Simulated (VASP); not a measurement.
Here is a VASP 6.6.1 calculation.

File POSCAR:

```
Ga3AsN2
1.0
    3.4345910184      0.0000000000      0.0000000000
   -1.7172955092      2.9744430735      0.0000000000
    0.0000000000      0.0000000000      8.6392287941
N As Ga
2 1 3
Direct
    0.0000000000      0.0000000000      0.0202057783
    0.3333333333      0.6666666667      0.3117950496
    0.6666666667      0.3333333333      0.6599328999
    0.3333333333      0.6666666667      0.0854877964
    0.6666666667      0.3333333333      0.3770867460
    0.0000000000      0.0000000000      0.7954917298
```

Contents of INCAR.step1:

```
SYSTEM = Ga3AsN2
PREC = Accurate
ENCUT = 520
ISMEAR = -1
SIGMA = 0.02
LREAL = .False.
LASPH = .True.
NELM = 60
NBANDS = 36
GGA = PE
ALGO = Normal
EDIFF = 1E-4
LWAVE = .True.
LCHARG = .False.
```

The input INCAR.step2:

```
SYSTEM = Ga3AsN2
PREC = Accurate
ENCUT = 520
EDIFF = 1E-6
ISMEAR = -1
SIGMA = 0.02
LREAL = .False.
LASPH = .True.
NELM = 60
ALGO = Normal
ISIF = 2
LWAVE = .False.
LCHARG = .False.
METAGGA = R2SCAN
LMIXTAU = .True.
NBANDS = 36
ISTART = 1
```

The input KPOINTS:

```
regular mesh
0
Gamma
  9 9 4
  0 0 0
```

Potentials or basis: VASP PAW PBE potentials, release 64 (N, As, Ga_d).

Launch:

```bash
$ cat potpaw_PBE.64/N/POTCAR potpaw_PBE.64/As/POTCAR potpaw_PBE.64/Ga_d/POTCAR > POTCAR
$ cp INCAR.step1 INCAR
$ mpirun -np 1 vasp_std > vasp.out
$ cp INCAR.step2 INCAR
$ mpirun -np 1 vasp_std > vasp.out
```

Question: Estimate the band gap on the k mesh.

Answer: Zero (bands 27 and 28 overlap by 0.42 eV).

Question: Predict the pressure.

Answer: 0.6 GPa.

Question: What does it give for the largest force?

Answer: 0.071 eV/Å.

Stress tensor (GPa, compression positive):
```
0.48 0.00 0.00
0.00 0.48 0.00
0.00 0.00 0.88
```

Caveat: semilocal functionals underestimate gaps, and a narrow one can read as zero; the PAW data sets were made with another functional, which shifts forces and pressure a little.
